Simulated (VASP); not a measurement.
A run of VASP 6.6.1:

Contents of INCAR:

```
PREC = Accurate
ENCUT = 600
EDIFF = 1E-6
ISMEAR = 0
SIGMA = 0.1
LREAL = F
LASPH = T
NELM = 150
ALGO = Normal
ISIF = 3
LWAVE = F
LCHARG = F
ISPIN = 2
MAGMOM = 2.13 2.13 0.41 0.41 0.41 0.41
LORBIT = 11
LMAXMIX = 4
GGA = PE
IBRION = 2
NSW = 90
EDIFFG = -0.04
```

The input KPOINTS:

```
regular mesh
0
Gamma
  4 4 4
```

POSCAR

```
CoIr2
1.0
    0.0000000000      3.3376391161      3.3376391161
    3.3376391161      0.0000000000      3.3376391161
    3.3376391161      3.3376391161      0.0000000000
Co Ir
2 4
Direct
    0.0000000000      0.0000000000      0.0000000000
    0.2500000000      0.2500000000      0.2500000000
    0.6250000000      0.6250000000      0.6250000000
    0.1250000000      0.6250000000      0.6250000000
    0.6250000000      0.6250000000      0.1250000000
    0.6250000000      0.1250000000      0.6250000000
```

Potentials or basis: VASP PAW PBE potentials, release 64 (Co, Ir).

Command:

```bash
$ cat potpaw_PBE.64/Co/POTCAR potpaw_PBE.64/Ir/POTCAR > POTCAR
$ mpirun -np 1 vasp_std > vasp.out
```

Hardware: 1 thread of Intel Xeon 8259CL, with other jobs on the host.

Q: How long does it take, and how much memory?

A: Wall time 18 min on 1 thread of Intel Xeon 8259CL, with other jobs on the host, peak memory 0.31 GiB. Counts: scf iterations 106, k points 8, ion steps 5.
